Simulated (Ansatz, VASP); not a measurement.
Two plane-wave programs on Co

The input INCAR:

```
PREC     = Accurate       # precision mode
ENCUT    = 520            # plane-wave cutoff, eV
EDIFF    = 1E-6           # SCF threshold, eV
ISMEAR   = -1             # smearing method
SIGMA    = 0.05           # smearing width, eV
LREAL    = False          # projectors in reciprocal space
LASPH    = True           # aspherical terms in the spheres
NELM     = 150            # most SCF steps
ALGO     = Normal         # electronic algorithm
ISIF     = 2              # what is computed and relaxed
LWAVE    = False          # write WAVECAR
LCHARG   = False          # write CHGCAR
ISPIN    = 2              # spin polarisation
MAGMOM   = 2 2            # initial moments
LORBIT   = 11             # projections on sites
LMAXMIX  = 4              # l up to which the mixer works
GGA      = B5             # functional
ALDAX    = 1.0          
AGGAX    = 1.0          
AGGAC    = 1.0          
ALDAC    = 0.0          
NBANDS   = 20             # bands
```

Contents of KPOINTS:

```
regular mesh
0
Gamma
  12 12 7
```

POSCAR

```
Co
1.0
    2.4719999032      0.0000000000      0.0000000000
   -1.2359999516      2.1408147143      0.0000000000
    0.0000000000      0.0000000000      4.0211440800
Co
2
Direct
    0.6666666667      0.3333333333      0.7500000000
    0.3333333333      0.6666666667      0.2500000000
```

input.yaml

```yaml
crystal:
  lattice:
    - [2.4719999032, 0.0, 0.0]
    - [-1.2359999516, 2.1408147143, 0.0]
    - [0.0, 0.0, 4.02114408]
  atoms:
    - { symbol: Co, position: [0.6666666667, 0.3333333333, 0.75], spin: 2.0 }
    - { symbol: Co, position: [0.3333333333, 0.6666666667, 0.25], spin: 2.0 }
hamiltonian:
  xc: blyp
  pseudopotentials: { kind: paw }
magnetization:
  spin_polarized: true
kpoints:
  mp_grid: { grid: [12, 12, 7] }
  band_path:
    path:
      - [[0.0, 0.0, 0.0], [0.5, 0.0, 0.0], [0.3333333333, 0.3333333333, 0.0], [0.0, 0.0, 0.0], [0.0, 0.0, 0.5], [0.5, 0.0, 0.5], [0.3333333333, 0.3333333333, 0.5], [0.0, 0.0, 0.5]]
      - [[0.5, 0.0, 0.5], [0.5, 0.0, 0.0]]
      - [[0.3333333333, 0.3333333333, 0.0], [0.3333333333, 0.3333333333, 0.5]]
    npoints: 14
scf:
  occupations: { method: fermi_dirac, width: 0.05 }
  n_extra_bands: 6
output:
  forces: true
  stress: true
  eigenvalues: true
  fatbands: false
```

Alike in both runs: functional BLYP; k mesh 12 × 12 × 7; occupations fermi-dirac, width 0.05 eV; collinear spin.

```csv
,VASP,Ansatz
version,VASP 6.6.1,Ansatz 0.2.0
potentials or method,"VASP PAW PBE potentials, release 64 (Co)",Ansatz PAW
plane-wave cutoff (eV),520,420
valence electrons in the cell,18,34
task,single point,band structure
```

|  | VASP | Ansatz | Ansatz less VASP |
| --- | --- | --- | --- |
| gap on the k mesh at the Fermi level (eV) | none | none | - |
| pressure (GPa) | 13.5 | 14.0 | +0.51 |
| traceless stress, the component that is largest in VASP (GPa) | -1.84 | -1.85 | -0.008 |
| net moment per atom (μB) | 1.55 | 1.57 | +0.014 |
| size of the moment on the site where the two differ most (μB) | 1.56 | 1.63 | +0.066 |

VASP's potentials were made for PBE, not for BLYP. Site moments also hang on the region over which each program counts them. A gap of «none» marks a metal or a gap that the smearing closes. VASP's potentials hold 18 valence electrons a cell and Ansatz's 34, so a difference there can come from the potentials and not from the codes.
